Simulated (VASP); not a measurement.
## C: single point with PBEsol

Crystal: C.

```xyz
2
Lattice="0.0000 1.7027 1.7027 1.7027 0.0000 1.7027 1.7027 1.7027 0.0000" Properties=species:S:1:pos:R:3 pbc="T T T"
C     0.0000    0.0000    0.0000
C     0.8514    0.8514    0.8514
```

This cell differs from its parent crystal: volume scaled by 0.880.

```yaml
Program: VASP 6.6.1
Task: single point
Functional: PBEsol
Potentials_or_basis: VASP PAW PBE potentials, release 64 (C)
Cutoff: 520 eV
k_mesh: 22 × 22 × 22
Occupations: gaussian, width 0.05 eV
Spin: no spin polarisation
```

```json
{
 "Pressure": "74.4 GPa",
 "Band gap on the k mesh": "4.33 eV, indirect (least direct gap 5.92 eV)"
}
```

Levels at points of the mesh, in eV from the valence-band top:
```tsv
k point	band 1	band 2	band 3	band 4	band 5	band 6	band 7	band 8	band 9
(0.00, 0.00, 0.00)	-23.48	0.00	0.00	0.00	5.92	5.92	5.92	16.67	20.86
(0.50, 0.00, 0.00)	-16.80	-15.11	-3.19	-3.19	8.96	8.96	10.81	16.69	23.81
(0.50, 0.50, 0.00)	-13.83	-13.83	-7.23	-7.23	4.89	4.89	19.01	19.01	25.86
```

Wall time 32 s on 1 thread of Intel Xeon 8259CL, with other jobs on the host, peak memory 0.14 GiB.

Caveat: the PAW data sets were made with another functional, which shifts forces and pressure a little. A k mesh can miss the band edges.
